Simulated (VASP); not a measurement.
# TaN (km) (P-6m2) in VASP: single point with PBEsol

Aim: the single point of TaN (km) with PBEsol.

Everything below comes from runs of VASP 6.6.1. Logs are shortened: lines on timing, memory, paths and dates and some standing lists are left out, and cuts for length are marked.

## Step 1: The cell of the first run

It takes space group P-6m2 (No. 187, hexagonal). Conventional cell: a = 2.924 Å, b = 2.924 Å, c = 2.870 Å, α = 90.00°, β = 90.00°, γ = 120.00°. Within 2.9 Å of Ta (site symmetry -6m2) lie 6 N at 2.22 Å and 2 Ta at 2.87 Å. Within 2.9 Å of N (site symmetry -6m2) lie 6 Ta at 2.22 Å and 2 N at 2.87 Å.

## Step 2: Single point, PBEsol

INCAR

```
SYSTEM = TaN
PREC     = Accurate       ! precision mode
ENCUT    = 600            ! plane-wave cutoff, eV
EDIFF    = 1E-6           ! SCF threshold, eV
ISMEAR   = 0              ! smearing method
SIGMA    = 0.1            ! smearing width, eV
LREAL    = .FALSE.        ! projectors in reciprocal space
LASPH    = .TRUE.         ! aspherical terms in the spheres
NELM     = 120            ! most SCF steps
ALGO     = Normal         ! electronic algorithm
ISIF     = 2              ! what is computed and relaxed
LWAVE    = .FALSE.        ! write WAVECAR
LCHARG   = .FALSE.        ! write CHGCAR
GGA      = PS             ! functional
NBANDS   = 15             ! bands
GGA_COMPAT= .FALSE.
```

KPOINTS

```
regular mesh
0
G
  6 6 6
  0 0 0
```

POSCAR

```
TaN
1.0
    2.9238695488      0.0000000000      0.0000000000
   -1.4619347744      2.5321453066      0.0000000000
    0.0000000000      0.0000000000      2.8704928538
Ta N
1 1
Direct
    0.0000000000      0.0000000000      0.5000000000
    0.6666666667      0.3333333333      0.0000000000
```

Potentials or basis: VASP PAW PBE potentials, release 64 (Ta_pv, N).

Launch:

```bash
$ cat potpaw_PBE.64/Ta_pv/POTCAR potpaw_PBE.64/N/POTCAR > POTCAR
$ mpirun -np 1 vasp_std > vasp.out
```

OUTCAR:

```text
SYSTEM = TaN
   PREC = Accurate
   ENCUT = 600
   EDIFF = 1E-6
   ISMEAR = 0
   LREAL = .FALSE.
   LASPH = .TRUE.
   NELM = 120
   ISIF = 2
   GGA = PS

 ion  position               nearest neighbor table
   1  0.000  0.000  0.500-   2 2.22   2 2.22   2 2.22   2 2.22   2 2.22   2 2.22
   2  0.667  0.333  0.000-   1 2.22   1 2.22   1 2.22   1 2.22   1 2.22   1 2.22

  LATTYP: Found a hexagonal cell.
 ALAT       =     2.9238695488
 C/A-ratio  =     0.9817445019

  Lattice vectors:

 A1 = (   2.9238695488,   0.0000000000,   0.0000000000)
 A2 = (  -1.4619347744,   2.5321453066,   0.0000000000)
 A3 = (   0.0000000000,   0.0000000000,   2.8704928538)

Analysis of symmetry for initial positions (statically):
=====================================================================
 Subroutine PRICEL returns:
 Original cell was already a primitive cell.

 Routine SETGRP: Setting up the symmetry group for a
 hexagonal supercell.

 Subroutine GETGRP returns: Found 12 space group operations
 (whereof 12 operations were pure point group operations)
 out of a pool of 24 trial point group operations.

The static configuration has the point symmetry D_3h.

Analysis of symmetry for dynamics (positions and initial velocities):
=====================================================================
 Subroutine PRICEL returns:
 Original cell was already a primitive cell.

 Routine SETGRP: Setting up the symmetry group for a
 hexagonal supercell.

 Subroutine GETGRP returns: Found 12 space group operations
 (whereof 12 operations were pure point group operations)
 out of a pool of 24 trial point group operations.

The dynamic configuration has the point symmetry D_3h.

 Subroutine INISYM returns: Found 12 space group operations
 (whereof 12 operations are pure point group operations),
 and found     1 'primitive' translations

----------------------------------------------------------------------------------------

                                     Primitive cell

  volume of cell :      21.2522

  direct lattice vectors                    reciprocal lattice vectors
     2.923869549  0.000000000  0.000000000     0.342012523  0.197461022  0.000000000
    -1.461934774  2.532145307  0.000000000     0.000000000  0.394922044  0.000000000
     0.000000000  0.000000000  2.870492854     0.000000000  0.000000000  0.348372231

  length of vectors
     2.923869549  2.923869549  2.870492854     0.394922044  0.394922044  0.348372231

  position of ions in fractional coordinates (direct lattice)
     0.000000000  0.000000000  0.500000000
     0.666666667  0.333333333  0.000000000

  ion indices of the primitive-cell ions
   primitive index   ion index
                 1           1
                 2           2

----------------------------------------------------------------------------------------

 KPOINTS: regular mesh

Automatic generation of k-mesh.
 Grid dimensions read from file:
 generate k-points for:    6    6    6

 Generating k-lattice:

  Cartesian coordinates                     Fractional coordinates (reciprocal lattice)
     0.057002087  0.032910170  0.000000000     0.166666667  0.000000000  0.000000000
     0.000000000  0.065820341  0.000000000     0.000000000  0.166666667  0.000000000
     0.000000000  0.000000000  0.058062039     0.000000000  0.000000000  0.166666667

  Length of vectors
     0.065820341  0.065820341  0.058062039

  Shift w.r.t. Gamma in fractional coordinates (k-lattice)
     0.000000000  0.000000000  0.000000000

 Subroutine IBZKPT returns following result:
 ===========================================

 Found     28 irreducible k-points:

 Following reciprocal coordinates:
            Coordinates               Weight
  0.000000  0.000000  0.000000      1.000000
  0.166667 -0.000000  0.000000      6.000000
  0.333333  0.000000  0.000000      6.000000
  0.500000 -0.000000  0.000000      3.000000
  0.166667  0.166667  0.000000      6.000000
  0.333333  0.166667  0.000000     12.000000
[... 16 lines left out ...]
  0.166667 -0.000000  0.500000      6.000000
  0.333333  0.000000  0.500000      6.000000
 [... further k-points ...]
   k-points           NKPTS =     28   k-points in BZ     NKDIM =     28   number of bands    NBANDS=     15
   number of dos      NEDOS =    301   number of ions     NIONS =      2
   total plane-waves  NPLWV =  13824
   dimension x,y,z NGX =    24 NGY =   24 NGZ =   24
   dimension x,y,z NGXF=    48 NGYF=   48 NGZF=   48
   ions per type =               1   1
   NGX,Y,Z   is equivalent  to a cutoff of  13.65, 13.65, 13.90 a.u.
   NGXF,Y,Z  is equivalent  to a cutoff of  27.29, 27.29, 27.80 a.u.
 SYSTEM =  TaN
   PREC   = accura    normal or accurate (medium, high low for compatibility)
   ISTART =      0    job   : 0-new  1-cont  2-samecut
   ICHARG =      2    charge: 1-file 2-atom 10-const
   ISPIN  =      1    spin polarized calculation?
   LNONCOLLINEAR =      F non collinear calculations
   LSORBIT =      F    spin-orbit coupling
   LASPH  =      T    aspherical Exc in radial PAW
   ENCUT  =  600.0 eV  44.10 Ry    6.64 a.u.   5.84  5.84  5.73*2*pi/ulx,y,z
   NELM   =    120;   NELMIN=  2; NELMDL= -5     # of ELM steps
   EDIFF  = 0.1E-05   stopping-criterion for ELM
   LREAL  =      F    real-space projection
   EDIFFG = 0.1E-04   stopping-criterion for IOM
   NSW    =      0    number of steps for IOM
   IBRION =     -1    ionic relax: 0-MD 1-quasi-New 2-CG
   NFREE  =      0    steps in history (QN), initial steepest desc. (CG)
   ISIF   =      2    stress and relaxation
   ISYM   =      2    0-nonsym 1-usesym 2-fastsym
   POTIM  = 0.5000    time-step for ionic-motion
   TEBEG  =    0.0;   TEEND  =   0.0 temperature during run
   PSTRESS=    0.0 pullay stress
   NELECT =      16.0000    total number of electrons
   NUPDOWN=      -1.0000    fix difference up-down
   EMIN   =  10.00;   EMAX   =-10.00  energy-range for DOS
   EFERMI =   0.00;   METHOD = LEGACY
   ISMEAR =     0;   SIGMA  =   0.10  broadening in eV -4-tet -1-fermi 0-gaus
   EFERMI_NEDOS =   21; number of points for ismear=-14 and -15
   IALGO  =     38    algorithm
   IMIX   =      4    mixing-type and parameters
     AMIX     =   0.40;   BMIX     =  1.00
     AMIX_MAG =   1.60;   BMIX_MAG =  1.00
  volume/ion in A,a.u.               =      10.63        71.71
  Fermi-wavevector in a.u.,A,eV,Ry     =   1.489294  2.814358 30.177679  2.217997
  Thomas-Fermi vector in A             =   2.602221
   LORBIT       =      0    0 simple, 1 ext, 2 COOP (PROOUT), +10 PAW based schemes
   GGA     = PS    functional components
   LHFCALC =     F    Hartree Fock is set to
   AEXX    =    0.0000 exact exchange contribution
   IVDW    =     0    specifies the selected vdW correction
   LEPSILON=     F    determine dielectric tensor
   LRPA    =     F    only Hartree local field effects (RPA)
 non-spin polarized calculation
 Gauss-broadening in eV      SIGMA  =   0.10
  energy-cutoff  :      600.00
  volume of cell :       21.25
 maximum number of plane-waves:       724
 NGX is ok and might be reduce to    24
   NGX = 11   NGY = 11   NGZ = 11

 number of electron      16.0000000 magnetization

 Free energy of the ion-electron system (eV)
  ---------------------------------------------------
  ext. energy  EPLUGINS =         0.00000000
  ---------------------------------------------------
  free energy    TOTEN  =       -23.80921013 eV

  energy without entropy =      -23.80777379  energy(sigma->0) =      -23.80849196

 E-fermi :   8.4297     XC(G=0): -13.5819

 val. band max:        8.3867833001   @ k =   0.3333   0.3333   0.0000
 cond. band min:       8.4502180782   @ k =   0.0000   0.0000   0.3333
 fundamental gap:      0.0634347781
 Fermi energy:         8.4297178365

 k-point     1 :       0.0000    0.0000    0.0000
  band No.  band energies     occupation
      1     -26.5057      2.00000
      2     -26.2202      2.00000
      3     -26.2202      2.00000
      4      -9.6056      2.00000
      5       3.6183      2.00000
      6       3.6183      2.00000
      7       3.9443      2.00000
      8       5.3102      2.00000
      9      10.5621      0.00000
     10      11.9020      0.00000
     11      11.9020      0.00000
     12      12.2973      0.00000
     13      12.2973      0.00000
     14      21.3384      0.00000
     15      21.7445      0.00000

 k-point     2 :       0.1667   -0.0000    0.0000
  band No.  band energies     occupation
      1     -26.5129      2.00000
      2     -26.4678      2.00000
      3     -26.2831      2.00000
      4      -9.0444      2.00000
      5       2.2718      2.00000
      6       4.0300      2.00000
      7       4.5768      2.00000
      8       4.6237      2.00000
      9      10.8722      0.00000
     10      12.0191      0.00000
     11      12.0343      0.00000
     12      12.3527      0.00000
     13      12.9249      0.00000
     14      21.3036      0.00000
     15      21.7128      0.00000

 k-point     3 :       0.3333    0.0000    0.0000
  band No.  band energies     occupation
      1     -27.0584      2.00000
      2     -26.4064      2.00000
      3     -26.3912      2.00000
      4      -7.8667      2.00000
      5       0.5340      2.00000
      6       3.4401      2.00000
      7       4.7563      2.00000
      8       5.0953      2.00000
      9      10.8366      0.00000
     10      11.5112      0.00000
     11      12.8307      0.00000
     12      13.4926      0.00000
     13      14.6535      0.00000
     14      21.5737      0.00000
     15      21.8716      0.00000
[... 343 lines left out ...]
 k-point    23 :       0.1667   -0.0000    0.5000
  band No.  band energies     occupation
      1     -27.4123      2.00000
      2     -26.3977      2.00000
      3     -26.1921      2.00000
      4      -7.0213      2.00000
      5      -0.4520      2.00000
      6       3.8043      2.00000
      7       3.8106      2.00000
      8       6.9297      2.00000
      9       9.1152      0.00000
     10      11.3164      0.00000
     11      12.0100      0.00000
     12      12.6702      0.00000
     13      18.3405      0.00000
     14      18.4326      0.00000
     15      21.6680      0.00000

 k-point    24 :       0.3333    0.0000    0.5000
  band No.  band energies     occupation
      1     -27.2719      2.00000
      2     -26.8959      2.00000
      3     -26.3061      2.00000
      4      -7.3870      2.00000
      5       0.6468      2.00000
      6       2.5558      2.00000
      7       2.8530      2.00000
      8       6.8651      2.00000
      9      11.6908      0.00000
     10      11.8909      0.00000
     11      13.5368      0.00000
     12      14.5766      0.00000
     13      19.1759      0.00000
     14      20.7619      0.00000
     15      21.6655      0.00000

 [... further k-points ...]

------------------------ aborting loop because EDIFF is reached ----------------------------------------

  FORCE on cell =-STRESS in cart. coord.  units (eV):
  Direction    XX          YY          ZZ          XY          YZ          ZX
  --------------------------------------------------------------------------------------
  -------------------------------------------------------------------------------------
  Total        0.1006383      0.1006383      0.1171311     -0.0000000      0.0000000      0.0000000
  in kB        7.5870095      7.5870095      8.8303840     -0.0000000      0.0000000      0.0000000
  external PRESSURE =       8.0014676 kB  Pullay stress =       0.0000000 kB

 VOLUME and BASIS-vectors are now :
 -----------------------------------------------------------------------------
  energy-cutoff  :      600.00
  volume of cell :       21.25
      direct lattice vectors                 reciprocal lattice vectors
     2.923869549  0.000000000  0.000000000     0.342012523  0.197461022  0.000000000
    -1.461934774  2.532145307  0.000000000     0.000000000  0.394922044  0.000000000
     0.000000000  0.000000000  2.870492854     0.000000000  0.000000000  0.348372231

 POSITION                                       TOTAL-FORCE (eV/Angst)
 -----------------------------------------------------------------------------------
      0.00000      0.00000      1.43525         0.000000      0.000000      0.000000
      1.46193      0.84405      0.00000        -0.000000      0.000000      0.000000
 -----------------------------------------------------------------------------------
    total drift:                               -0.000000      0.000000      0.000000

  FREE ENERGIE OF THE ION-ELECTRON SYSTEM (eV)
  ---------------------------------------------------
  free  energy   TOTEN  =       -23.8092101281 eV

  energy  without entropy=      -23.8077737869  energy(sigma->0) =      -23.80849196
```

Run time: 5.2 s. Hardware: 1 thread of Intel Xeon 6975P-C (Granite Rapids), shared host; peak memory 0.14 GiB.

Results:

| Property | Result |
| --- | --- |
| Free energy | -23.8092 eV |
| Pressure | 0.8 GPa |
| Band gap on the k mesh | zero (band 8 reaches 8.45 eV, above the bottom of band 9 at 8.14 eV) |

Levels at points of the mesh, in eV from the Fermi level:
| k point | band 5 | band 6 | band 7 | band 8 | band 9 | band 10 | band 11 | band 12 |
| --- | --- | --- | --- | --- | --- | --- | --- | --- |
| (0.00, 0.00, 0.00) | -4.81 | -4.81 | -4.49 | -3.12 | 2.13 | 3.47 | 3.47 | 3.87 |
| (0.50, 0.00, 0.00) | -8.59 | -5.46 | -3.75 | -3.38 | 2.85 | 3.94 | 5.10 | 5.22 |
| (0.00, 0.00, 0.50) | -9.66 | -3.98 | -3.98 | -0.29 | -0.29 | 2.28 | 3.15 | 3.15 |
| (0.50, 0.00, 0.50) | -7.61 | -6.45 | -5.97 | -0.51 | 4.06 | 5.29 | 6.00 | 7.03 |

Caveat: the k points lie up to 0.41 Å⁻¹ apart; the PAW data sets were made with another functional, which shifts forces and pressure a little; spin-orbit coupling is left out, which moves the levels of the heavy elements.
